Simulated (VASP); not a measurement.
Set up this calculation in VASP 6.6.1, as the native input.

```yaml
Task: single point
Functional: PBE
Potentials_or_basis: VASP PAW PBE potentials, release 64 (Se)
Cutoff: 520 eV
k_mesh: 15 × 15 × 8
Occupations: fermi-dirac, width 0.05 eV
Spin: no spin polarisation
Dipole_correction: no
Further_INCAR_settings: ALGO = Normal; EDIFF = 1e-07; NBANDS = 13
```

The structure of Se lies in POSCAR:

```
Se
1.0
    3.4581400462      0.0000000000      0.0000000000
   -1.7290700231      2.9948371298      0.0000000000
    0.0000000000      0.0000000000      3.8208328397
Se
2
Direct
    0.3333333333      0.6666666667      0.2500000000
    0.6666666667      0.3333333333      0.7500000000
```

This isn't the form of Se at room conditions, which is trigonal, of chains.

These files were run (other wordings do the same):

INCAR

```
ALGO = Normal
EDIFF = 1E-7
ENCUT = 520
GGA = PE
ISIF = 2
ISMEAR = -1
LASPH = T
LCHARG = F
LREAL = F
LWAVE = F
NBANDS = 13
NELM = 80
PREC = Accurate
SIGMA = 0.05
```

KPOINTS

```
k-points
0
Gamma
  15 15 8
```

Potentials or basis: VASP PAW PBE potentials, release 64 (Se).

Command:

```console
$ cat potpaw_PBE.64/Se/POTCAR > POTCAR
$ mpirun -np 1 vasp_std > vasp.out
```

It gave:

| Quantity | Value |
| --- | --- |
| Pressure | 8.7 GPa |
| Band gap on the k mesh | zero (bands 6 and 7 overlap by 2.98 eV) |

Caveat: the cell stands under pressure.

It took 42 s on 1 thread of Intel Xeon 8259CL (shared host), peak memory 0.19 GiB.
